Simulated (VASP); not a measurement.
Wanted: the native input for a VASP 6.6.1 run.

```
Task                   : single point
Functional             : PBEsol
Potentials or basis    : VASP PAW PBE potentials, release 64 (Y_sv, N)
Cutoff                 : 600 eV
k mesh                 : 10 × 10 × 10
Occupations            : gaussian, width 0.01 eV
Spin                   : no spin polarisation
Dipole correction      : no
Further INCAR settings : ALGO = Normal; EDIFF = 1e-06; NBANDS = 15
```

The structure of YN lies in POSCAR:

```
YN
1.0
    0.0000000000      2.4283323743      2.4283323743
    2.4283323743      0.0000000000      2.4283323743
    2.4283323743      2.4283323743      0.0000000000
Y N
1 1
Direct
    0.0000000000      0.0000000000      0.0000000000
    0.5000000000      0.5000000000      0.5000000000
```

These files were run (other wordings do the same):

INCAR

```
SYSTEM = YN
PREC = Accurate ; ENCUT = 600
EDIFF = 1E-6 ; ISMEAR = 0
SIGMA = 0.01 ; LREAL = .False.
LASPH = .True. ; NELM = 120
ALGO = Normal ; ISIF = 2
LWAVE = .False. ; LCHARG = .False.
GGA = PS ; NBANDS = 15
GGA_COMPAT = .False.
```

KPOINTS

```
Automatic mesh
0
Gamma
  10 10 10
  0 0 0
```

Potentials or basis: VASP PAW PBE potentials, release 64 (Y_sv, N).

The run is started by

```sh
$ cat potpaw_PBE.64/Y_sv/POTCAR potpaw_PBE.64/N/POTCAR > POTCAR
$ mpirun -np 1 vasp_std > vasp.out
```

It gave:

The pressure is -0.2 GPa and the band gap on the k mesh is 0.07 eV (least direct gap 0.44 eV).

Caveat: the PAW data sets were made with another functional, which shifts forces and pressure a little.

Run time: 67 s on 1 thread of AMD EPYC 7R43 64-Core Processor (Zen 3), on a shared host, peak memory 0.16 GiB.
